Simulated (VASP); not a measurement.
# Mo: single point with PBEsol

Crystal: Mo.

```
Mo
1.0
     2.59873    0.00000    0.00000
    -1.29937    2.25057    0.00000
     0.00000    0.00000    2.61906
Mo
1
Direct
  0.00000 0.00000 0.50000
```

This cell differs from its parent crystal: strain -0.050 along x and y, +0.025 along z.

```
Program             : VASP 6.6.1
Task                : single point
Functional          : PBEsol
Potentials or basis : VASP PAW PBE potentials, release 64 (Mo_sv)
Cutoff              : 520 eV
k mesh              : 18 × 18 × 18
Occupations         : gaussian, width 0.15 eV
Spin                : no spin polarisation
```

- Pressure: 18.7 GPa
- Band gap on the k mesh: zero (bands 7 and 8 overlap by 2.09 eV)

Stress tensor (GPa, compression positive):
```
31.27  0.00  0.00
 0.00 31.27  0.00
 0.00  0.00 -6.48
```

Levels at points of the mesh, in eV from the Fermi level:
```tsv
k point	band 3	band 4	band 5	band 6	band 7	band 8	band 9	band 10	band 11	band 12
(0.00, 0.00, 0.00)	-34.05	-34.05	-7.23	-4.85	-1.13	-1.13	4.23	4.23	13.38	14.33
(0.50, 0.00, 0.00)	-34.55	-34.23	-5.74	-3.01	-0.23	1.48	3.28	5.41	11.83	14.81
(0.00, 0.00, 0.50)	-33.93	-33.93	-4.53	-0.66	-0.50	-0.50	1.57	1.57	9.16	15.84
(0.50, 0.00, 0.50)	-35.54	-34.41	-6.03	-4.55	-0.01	5.65	6.07	6.18	7.93	16.45
```

Wall time 46 s on 1 thread of Intel(R) Xeon(R) Platinum 8488C (Sapphire Rapids), on a shared host, peak memory 0.18 GiB.

Caveat: the cell differs from its parent crystal (strain -0.050 along x and y, +0.025 along z); the cell stands under pressure; the PAW data sets were made with another functional, which shifts forces and pressure a little.
